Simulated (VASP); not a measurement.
AlN, 4 atoms in the cell. Symmetry: P6_3mc, No. 186, hexagonal system. Conventional cell: a = 3.107 Å, b = 3.107 Å, c = 4.979 Å, α = 90.00°, β = 90.00°, γ = 120.00°. Within 2.5 Å of Al (site symmetry 3m) lie 4 N at 1.89 to 1.90 Å. Within 2.5 Å of N (site symmetry 3m) lie 4 Al at 1.89 to 1.90 Å. 

- Program: VASP 6.6.1
- Task: single point
- Functional: r2SCAN
- Potentials or basis: VASP PAW PBE potentials, release 64 (Al, N)
- Cutoff: 520 eV
- k mesh: 12 × 12 × 6
- Occupations: gaussian, width 0.01 eV
- Spin: no spin polarisation
- Dipole correction: no
- Further INCAR settings: ALGO = Normal; EDIFF = 1e-07; NBANDS = 16

Potentials or basis: VASP PAW PBE potentials, release 64 (Al, N).

Command:

```bash
$ cat potpaw_PBE.64/Al/POTCAR potpaw_PBE.64/N/POTCAR > POTCAR
$ cp INCAR.step1 INCAR
$ mpirun -np 1 vasp_std > vasp.out
$ cp INCAR.step2 INCAR
$ mpirun -np 1 vasp_std > vasp.out
```

Hardware: 1 thread of Intel(R) Xeon(R) Platinum 8488C (Sapphire Rapids), on a shared host.

Estimate the wall time of this run.

It took 2.9 min on 1 thread of Intel(R) Xeon(R) Platinum 8488C (Sapphire Rapids), with other jobs on the host, peak memory 0.18 GiB. Counts: k points 76.
